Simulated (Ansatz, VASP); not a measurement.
## Ga3N4: VASP beside Ansatz

```
Ga N
1.0
     4.73470    0.00000    0.00000
     0.00000    4.73470    0.00000
     0.00000    0.00000    4.73470
Ga N
3 4
Direct
  0.00000 0.00000 0.50000
  0.50000 0.00000 0.00000
  0.00000 0.50000 0.00000
  0.28429 0.71571 0.28429
  0.71571 0.28429 0.28429
  0.28429 0.28429 0.71571
  0.71571 0.71571 0.71571
```

Change from the starting cell: species swapped into the Sn3As4 type (P-43m, No. 215).

Alike in both runs: task single point; functional PBE; k mesh 4 × 4 × 4; occupations gaussian, width 0.1 eV; no spin polarisation.

```csv
,VASP,Ansatz
version,VASP 6.6.1,Ansatz 0.2.0
potentials or method,"VASP PAW PBE potentials, release 64 (Ga_d, N), cutoff 520 eV","scalar-relativistic, plane waves, PAW"
valence electrons in the cell,59,59
```

Ansatz gave:

* gap on the k mesh at the Fermi level (eV): none
* pressure (GPa): -20.9
* rms of the force components (eV/Å): 1.226

Problem. Estimate VASP's values.

Solution. gap on the k mesh at the Fermi level (eV): none; pressure (GPa): -20.6; rms of the force components (eV/Å): 1.215.

Atom by atom the forces differ by 0.012 eV/Å (rms over components). A gap of «none» marks a metal or a gap that the smearing closes. With one functional, cell and mesh, what is left measures potentials, basis and numerics.
